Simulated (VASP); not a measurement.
# Cu (Fm-3m) in VASP: further runs

Cu is run at these levels: PBEsol; tasks: single point.

Program: VASP 6.6.1. These are calculated values, not measurements. Logs are shortened: lines on timing, memory, paths and dates and some standing lists are left out, and cuts for length are marked.

## (1) The cell of the first run

It takes space group Fm-3m (No. 225, cubic). The conventional cell has a = 3.627 Å, b = 3.627 Å, c = 3.627 Å, α = 90.00°, β = 90.00°, γ = 90.00°. Within 3.4 Å of Cu (site symmetry m-3m) lie 12 Cu at 2.56 Å.

## (2) Single point, PBEsol (volume scaled by 1.01)

INCAR reads:

```
SYSTEM = Cu
PREC = Accurate ; ENCUT = 520
EDIFF = 1E-6 ; ISMEAR = -1
SIGMA = 0.08 ; LREAL = .False.
LASPH = .True. ; NELM = 60
ALGO = Normal ; ISIF = 2
LWAVE = .False. ; LCHARG = .False.
GGA = PS ; NBANDS = 12
```

KPOINTS reads:

```
Automatic mesh
0
Gamma
  19 19 19
  0 0 0
```

POSCAR reads:

```
Cu
1.0
    0.0000000000      1.8135050275      1.8135050275
    1.8135050275      0.0000000000      1.8135050275
    1.8135050275      1.8135050275      0.0000000000
Cu
1
Direct
    0.0000000000      0.0000000000      0.0000000000
```

Potentials or basis: VASP PAW PBE potentials, release 64 (Cu).

Started as:

```
$ cat potpaw_PBE.64/Cu/POTCAR > POTCAR
$ mpirun -np 1 vasp_std > vasp.out
```

OUTCAR:

```text
SYSTEM = Cu
   PREC = Accurate
   ENCUT = 520
   EDIFF = 1E-6
   ISMEAR = -1
   LREAL = .False.
   LASPH = .True.
   NELM = 60
   ISIF = 2
   GGA = PS

 ion  position               nearest neighbor table
   1  0.000  0.000  0.000-

  LATTYP: Found a face centered cubic cell.
 ALAT       =     3.6270100550

  Lattice vectors:

 A1 = (   0.0000000000,   1.8135050275,   1.8135050275)
 A2 = (   1.8135050275,   0.0000000000,   1.8135050275)
 A3 = (   1.8135050275,   1.8135050275,   0.0000000000)

Analysis of symmetry for initial positions (statically):
=====================================================================
 Subroutine PRICEL returns:
 Original cell was already a primitive cell.

 Routine SETGRP: Setting up the symmetry group for a
 face centered cubic supercell.

 Subroutine GETGRP returns: Found 48 space group operations
 (whereof 48 operations were pure point group operations)
 out of a pool of 48 trial point group operations.

The static configuration has the point symmetry O_h .

Analysis of symmetry for dynamics (positions and initial velocities):
=====================================================================
 Subroutine PRICEL returns:
 Original cell was already a primitive cell.

 Routine SETGRP: Setting up the symmetry group for a
 face centered cubic supercell.

 Subroutine GETGRP returns: Found 48 space group operations
 (whereof 48 operations were pure point group operations)
 out of a pool of 48 trial point group operations.

The dynamic configuration has the point symmetry O_h .

 Subroutine INISYM returns: Found 48 space group operations
 (whereof 48 operations are pure point group operations),
 and found     1 'primitive' translations

----------------------------------------------------------------------------------------

                                     Primitive cell

  volume of cell :      11.9285

  direct lattice vectors                    reciprocal lattice vectors
     0.000000000  1.813505027  1.813505027    -0.275709189  0.275709189  0.275709189
     1.813505027  0.000000000  1.813505027     0.275709189 -0.275709189  0.275709189
     1.813505027  1.813505027  0.000000000     0.275709189  0.275709189 -0.275709189

  length of vectors
     2.564683405  2.564683405  2.564683405     0.477542323  0.477542323  0.477542323

  position of ions in fractional coordinates (direct lattice)
     0.000000000  0.000000000  0.000000000

  ion indices of the primitive-cell ions
   primitive index   ion index
                 1           1
[... 73 lines left out ...]
   LREAL  =      F    real-space projection
   EDIFFG = 0.1E-04   stopping-criterion for IOM
   NSW    =      0    number of steps for IOM
   IBRION =     -1    ionic relax: 0-MD 1-quasi-New 2-CG
   NFREE  =      0    steps in history (QN), initial steepest desc. (CG)
   ISIF   =      2    stress and relaxation
   ISYM   =      2    0-nonsym 1-usesym 2-fastsym
   POTIM  = 0.5000    time-step for ionic-motion
   TEBEG  =    0.0;   TEEND  =   0.0 temperature during run
   PSTRESS=    0.0 pullay stress
   NELECT =      11.0000    total number of electrons
   NUPDOWN=      -1.0000    fix difference up-down
   EMIN   =  10.00;   EMAX   =-10.00  energy-range for DOS
   EFERMI =   0.00;   METHOD = LEGACY
   ISMEAR =    -1;   SIGMA  =   0.08  broadening in eV -4-tet -1-fermi 0-gaus
   EFERMI_NEDOS =   21; number of points for ismear=-14 and -15
   IALGO  =     38    algorithm
   IMIX   =      4    mixing-type and parameters
     AMIX     =   0.40;   BMIX     =  1.00
     AMIX_MAG =   1.60;   BMIX_MAG =  1.00
  volume/ion in A,a.u.               =      11.93        80.50
  Fermi-wavevector in a.u.,A,eV,Ry     =   1.593469  3.011220 34.547146  2.539144
  Thomas-Fermi vector in A             =   2.691694
   LORBIT       =      0    0 simple, 1 ext, 2 COOP (PROOUT), +10 PAW based schemes
   GGA     = PS    functional components
   LHFCALC =     F    Hartree Fock is set to
   AEXX    =    0.0000 exact exchange contribution
   IVDW    =     0    specifies the selected vdW correction
   LEPSILON=     F    determine dielectric tensor
   LRPA    =     F    only Hartree local field effects (RPA)
 non-spin polarized calculation
  energy-cutoff  :      520.00
  volume of cell :       11.93
 maximum number of plane-waves:       332
   NGX =  9   NGY =  9   NGZ =  9

 number of electron      10.9999998 magnetization

 Free energy of the ion-electron system (eV)
  ---------------------------------------------------
  ext. energy  EPLUGINS =         0.00000000
  ---------------------------------------------------
  free energy    TOTEN  =        -4.29768560 eV

  energy without entropy =       -4.29028056  energy(sigma->0) =       -4.29398308

 E-fermi :   7.3067     XC(G=0): -12.8504

 val. band max:        7.2928256267   @ k =  -0.3684   0.1579   0.0000
 cond. band min:       7.3178395977   @ k =  -0.3684   0.1579   0.0526
 fundamental gap:      0.0250139710
 Fermi energy:         7.3067166439

 k-point     1 :       0.0000    0.0000    0.0000
  band No.  band energies     occupation
      1      -2.0352      2.00000
      2       4.2763      2.00000
      3       4.2763      2.00000
      4       4.2763      2.00000
      5       5.0952      2.00000
      6       5.0952      2.00000
      7      29.7810      0.00000
      8      32.3172      0.00000
      9      32.3172      0.00000
     10      32.3172      0.00000
     11      34.7863      0.00000
     12      34.7863      0.00000
[... 331 lines left out ...]
 k-point    24 :      -0.2632    0.0526    0.0000
  band No.  band energies     occupation
      1       0.6231      2.00000
      2       4.0099      2.00000
      3       4.4019      2.00000
      4       4.4400      2.00000
      5       5.1479      2.00000
      6       5.3892      2.00000
      7      18.2203      0.00000
      8      26.9980      0.00000
      9      30.2879      0.00000
     10      31.3278      0.00000
     11      33.5673      0.00000
     12      34.9282      0.00000

 [... further k-points ...]
[... 5 lines left out ...]
  --------------------------------------------------------------------------------------
  -------------------------------------------------------------------------------------
  Total       -0.5325245     -0.5325245     -0.5325245     -0.0000000      0.0000000      0.0000000
  in kB      -71.5259909    -71.5259909    -71.5259909     -0.0000000      0.0000000      0.0000000
  external PRESSURE =     -71.5259909 kB  Pullay stress =       0.0000000 kB

 VOLUME and BASIS-vectors are now :
 -----------------------------------------------------------------------------
  energy-cutoff  :      520.00
  volume of cell :       11.93
      direct lattice vectors                 reciprocal lattice vectors
     0.000000000  1.813505027  1.813505027    -0.275709189  0.275709189  0.275709189
     1.813505027  0.000000000  1.813505027     0.275709189 -0.275709189  0.275709189
     1.813505027  1.813505027  0.000000000     0.275709189  0.275709189 -0.275709189

 POSITION                                       TOTAL-FORCE (eV/Angst)
 -----------------------------------------------------------------------------------
      0.00000      0.00000      0.00000         0.000000     -0.000000      0.000000
 -----------------------------------------------------------------------------------
    total drift:                                0.000000      0.000000      0.000000

  FREE ENERGIE OF THE ION-ELECTRON SYSTEM (eV)
  ---------------------------------------------------
  free  energy   TOTEN  =        -4.2976855986 eV

  energy  without entropy=       -4.2902805600  energy(sigma->0) =       -4.29398308
```

OSZICAR:

```text
N       E                     dE             d eps       ncg     rms          rms(c)
DAV:   1     0.424783036571E+02    0.42478E+02   -0.53792E+03  5848   0.152E+03
DAV:   2    -0.406032700318E+01   -0.46539E+02   -0.43235E+02  5408   0.204E+02
DAV:   3    -0.537069236056E+01   -0.13104E+01   -0.12999E+01  6260   0.392E+01
DAV:   4    -0.537912887911E+01   -0.84365E-02   -0.84352E-02  5984   0.279E+00
DAV:   5    -0.537920862413E+01   -0.79745E-04   -0.79744E-04  6328   0.276E-01    0.839E+00
DAV:   6    -0.477924955011E+01    0.59996E+00   -0.17946E+01  6320   0.799E+01    0.449E+00
DAV:   7    -0.431086640213E+01    0.46838E+00   -0.28391E+00  6296   0.317E+01    0.541E-01
DAV:   8    -0.429976450650E+01    0.11102E-01   -0.63432E-03  6304   0.141E+00    0.341E-01
DAV:   9    -0.429767905868E+01    0.20854E-02   -0.11906E-02  6444   0.185E+00    0.245E-02
DAV:  10    -0.429768431803E+01   -0.52593E-05   -0.38966E-05  7672   0.104E-01    0.608E-03
DAV:  11    -0.429768560941E+01   -0.12914E-05   -0.42047E-07  4616   0.111E-02    0.489E-04
DAV:  12    -0.429768559856E+01    0.10856E-07   -0.59611E-08  3200   0.285E-03
   1 F= -.42976856E+01 E0= -.42939831E+01  d E =-.740504E-02
```

stdout:

```text
POSCAR found type information on POSCAR Cu
 POSCAR found :  1 types and       1 ions
 scaLAPACK will be used
 -----------------------------------------------------------------------------
|                                                                             |
|                                                                             |
|     You enforced a specific xc type in the INCAR file but a different       |
|     I HOPE YOU KNOW WHAT YOU ARE DOING!                                     |
|                                                                             |
 -----------------------------------------------------------------------------

 LDA part: xc-table for (Slater+PW92), standard interpolation
 POSCAR, INCAR and KPOINTS ok, starting setup
 FFT: planning ... GRIDC
 FFT: planning ... GRID_SOFT
 FFT: planning ... GRID
 WAVECAR not read
 entering main loop
```

Run time: 34 s. Hardware: 1 thread of Intel Xeon 8259CL, shared host; peak memory 0.15 GiB.

Results:

```
Free energy : -4.2977 eV
Pressure    : -7.2 GPa
```

Caveat: the PAW data sets were made with another functional, which shifts forces and pressure a little.

## (3) Single point, PBEsol (volume scaled by 1.04)

INCAR reads:

```
PREC = Accurate ; ENCUT = 520
EDIFF = 1E-6 ; ISMEAR = -1
SIGMA = 0.08 ; LREAL = False
LASPH = True ; NELM = 80
ALGO = Normal ; ISIF = 2
LWAVE = False ; LCHARG = False
GGA = PS ; NBANDS = 12
```

KPOINTS reads:

```
Automatic mesh
0
Gamma
  19 19 19
```

POSCAR reads:

```
Cu
1.0
    0.0000000000      1.8312856224      1.8312856224
    1.8312856224      0.0000000000      1.8312856224
    1.8312856224      1.8312856224      0.0000000000
Cu
1
Direct
    0.0000000000      0.0000000000      0.0000000000
```

Potentials or basis: VASP PAW PBE potentials, release 64 (Cu).

Started as:

```
$ cat potpaw_PBE.64/Cu/POTCAR > POTCAR
$ mpirun -np 1 vasp_std > vasp.out
```

It took 31 s on 1 thread of Intel Xeon 8259CL, shared host; peak memory 0.14 GiB.

Results (log left out):

| Quantity | Value |
| --- | --- |
| Free energy | -4.2782 eV |
| Pressure | -10.6 GPa |

Levels at points of the mesh, in eV from the Fermi level:
```tsv
k point	band 4	band 5	band 6	band 7	band 8	band 9
(0.00, 0.00, 0.00)	-2.94	-2.16	-2.16	22.24	24.56	24.56
```

Caveat: the PAW data sets were made with another functional, which shifts forces and pressure a little.
